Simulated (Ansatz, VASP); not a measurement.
# NaCaF3: VASP beside Ansatz

```
Na Ca F
1.0
     4.16154    0.00000    0.00000
     0.00000    4.16154    0.00000
     0.00000    0.00000    4.16154
Na Ca F
1 1 3
Direct
  0.00000 0.00000 0.00000
  0.50000 0.50000 0.50000
  0.50000 0.50000 0.00000
  0.50000 0.00000 0.50000
  0.00000 0.50000 0.50000
```

Change from the starting cell: hydrostatic strain -5.0%.

Alike in both runs: task single point; functional HSE06; k mesh 4 × 4 × 4; no spin polarisation.

|  | VASP | Ansatz |
| --- | --- | --- |
| version | VASP 6.6.1 | Ansatz 0.2.0 |
| potentials or method | VASP PAW PBE potentials, release 64 (Na_pv, Ca_sv, F) | plane waves, PAW |
| plane-wave cutoff (eV) | 520 | 420 |
| occupations | gaussian, width 0.01 eV | fixed |
| valence electrons in the cell | 38 | 40 |

Ansatz gave:

```
gap on the k mesh at the Fermi level (eV) : 7.63
pressure (GPa)                            : 12.6
```

Q: What did VASP give for the same quantities?

A: gap on the k mesh at the Fermi level (eV): 7.59; pressure (GPa): 13.3.

VASP's potentials hold 38 valence electrons a cell and Ansatz's 40, so a difference there can come from the potentials and not from the codes. Ansatz's warnings: stress exchange threshold loose, stress scf threshold loose.
